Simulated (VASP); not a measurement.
The system is Re.

```
Re
1.0
     3.17546    1.83335    5.41544
    -3.17546    1.83335    5.41544
     0.00000   -3.66671    5.41544
Re
12
Direct
  0.01019 0.65361 0.01019
  0.01019 0.01019 0.65361
  0.65361 0.01019 0.01019
  0.98981 0.34639 0.98981
  0.34639 0.98981 0.98981
  0.98981 0.98981 0.34639
  0.22118 0.63060 0.22118
  0.22118 0.22118 0.63060
  0.63060 0.22118 0.22118
  0.77882 0.36940 0.77882
  0.36940 0.77882 0.77882
  0.77882 0.77882 0.36940
```

- Program: VASP 6.6.1
- Task: relaxation of cell and atoms
- Functional: PBEsol
- Potentials or basis: VASP PAW PBE potentials, release 64 (Re)
- Cutoff: 600 eV
- k mesh: 3 × 3 × 3
- Occupations: gaussian, width 0.1 eV
- Spin: no spin polarisation

At the start: pressure 111.3 GPa; volume 15.76 Å³/atom.

Question: How do energy, volume and symmetry change on relaxing?

Answer: Over 22 steps the energy falls by 1634.1 meV/atom and the volume is 20.05 Å³/atom (+27.2 %); space group R-3m (No. 166, to 0.05 Å).

The path:
| step | energy change (eV) | largest force (eV/Å) | pressure (GPa) | volume (Å³) |
| --- | --- | --- | --- | --- |
| 1 | 0.0000 | 10.6211 | 111.32 | 189.16 |
| 2 | 47.4546 | 5.9294 | -16.65 | 674.50 |
| 3 | 29.7969 | 3.8276 | -25.55 | 506.67 |
| 4 | 8.9505 | 1.8610 | -32.49 | 384.48 |
| 5 | -13.4624 | 3.4452 | -22.44 | 275.42 |
| 6 | -17.2643 | 3.9379 | 9.47 | 229.61 |
| 7 | -17.3634 | 3.9583 | 1.09 | 237.55 |
| 8 | -17.3797 | 3.9589 | 2.89 | 235.70 |
| 9 | -18.8990 | 1.0762 | -8.45 | 254.00 |
| 10 | -19.0594 | 1.1251 | -6.84 | 248.67 |
| 11 | -18.3393 | 2.8596 | 19.30 | 227.93 |
| 12 | -19.3281 | 0.6988 | 0.92 | 241.15 |
| 13 | -19.4615 | 0.2973 | 0.14 | 241.46 |
| 14 | -19.4700 | 0.3108 | -0.05 | 241.56 |
| 15 | -19.5432 | 0.2281 | -0.54 | 241.50 |
| 16 | -19.5775 | 0.3315 | -1.12 | 241.21 |
| 17 | -19.5852 | 0.2607 | -0.97 | 241.33 |
| 18 | -19.5740 | 0.2674 | 3.16 | 237.46 |
| 19 | -19.5961 | 0.1634 | 0.68 | 239.73 |
| 20 | -19.6084 | 0.0496 | 0.11 | 240.34 |
| 21 | -19.6086 | 0.0420 | 0.06 | 240.41 |
| 22 | -19.6091 | 0.0284 | -0.17 | 240.64 |

Final structure:
```
Re
1.0
     3.27212    1.88916    6.48806
    -3.27212    1.88916    6.48806
     0.00000   -3.77832    6.48806
Re
12
Direct
  0.02083 0.63762 0.02083
  0.02083 0.02083 0.63762
  0.63762 0.02083 0.02083
  0.97917 0.36238 0.97917
  0.36238 0.97917 0.97917
  0.97917 0.97917 0.36238
  0.23212 0.61601 0.23212
  0.23212 0.23212 0.61601
  0.61601 0.23212 0.23212
  0.76788 0.38399 0.76788
  0.38399 0.76788 0.76788
  0.76788 0.76788 0.38399
```

Caveat: the k points lie up to 0.38 Å⁻¹ apart in the final cell; the volume moved by over 15 % at a fixed basis, so the end points are rough; the PAW data sets were made with another functional, which shifts forces and pressure a little.
